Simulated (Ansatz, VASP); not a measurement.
One calculation of C, two programs

```xyz
4
Lattice="1.2295 -2.1291 0.0000 1.2295 2.1291 0.0000 0.0000 0.0000 7.3778" Properties=species:S:1:pos:R:3 pbc="T T T"
C     1.1443    1.3483    5.5322
C     1.3147    0.0712    1.8456
C     1.3147   -1.3483    1.8456
C     1.1443   -0.0712    5.5322
```

Change from the starting cell: mode 1 frozen in at -0.426 Å and mode 5 at -0.085 Å (largest displacements).

Alike in both runs: task single point; functional PBEsol; k mesh 18 × 18 × 6; occupations gaussian, width 0.15 eV; no spin polarisation.

|  | VASP | Ansatz |
| --- | --- | --- |
| version | VASP 6.6.1 | Ansatz 0.2.0 |
| potentials or method | VASP PAW PBE potentials, release 64 (C), cutoff 600 eV | scalar-relativistic, plane waves, PAW |
| valence electrons in the cell | 16 | 16 |

|  | VASP | Ansatz | Ansatz less VASP |
| --- | --- | --- | --- |
| gap on the k mesh at the Fermi level (eV) | 0.01 | 0.01 | 0.000 |
| least direct gap on the mesh (eV) | 0.01 | 0.01 | 0.000 |
| pressure (GPa) | 0.3 | 0.0 | -0.29 |
| traceless stress, the component that is largest in VASP (GPa) | -0.64 | -0.07 | +0.575 |

VASP's potentials were made for PBE, not for PBEsol, and Ansatz warns of the same on its side. With one functional, cell and mesh, what is left measures potentials, basis and numerics.
